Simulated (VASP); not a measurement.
Runs of VASP 6.6.1 on V. The structure is that of space group Fm-3m (No. 225), or close to it. The cells are those of the table. 

| cell | k mesh | gap on the mesh (eV) | pressure (GPa) |
| --- | --- | --- | --- |
| a = 2.681 Å, angles 60.0°, 1 atom | 25 × 25 × 25 | none | 3.8 |
| a = 2.663 Å, angles 60.0°, 1 atom | 49 × 49 × 49 | none | 8.0 |
| a = 2.752 Å, angles 60.0°, 1 atom | 25 × 25 × 25 | none | -9.0 |
| a = 2.663 Å, angles 60.0°, 1 atom | 25 × 25 × 25 | none | (a) |
| a = 2.699 Å, angles 60.0°, 1 atom | 25 × 25 × 25 | none | (b) |
| a = 2.644 Å, angles 60.0°, 1 atom | 25 × 25 × 25 | none | 12.5 |

Alike in all rows: task single point; level PBE; potentials or basis VASP PAW PBE potentials, release 64 (V_sv); no spin polarisation; cutoff (eV) 520; smearing fermi-dirac 0.0612256 eV.

Problem. Fill in the values left out.

Solution. (a) 7.9; (b) 0.1.

A gap of «none» marks levels without a gap at the run's occupations.
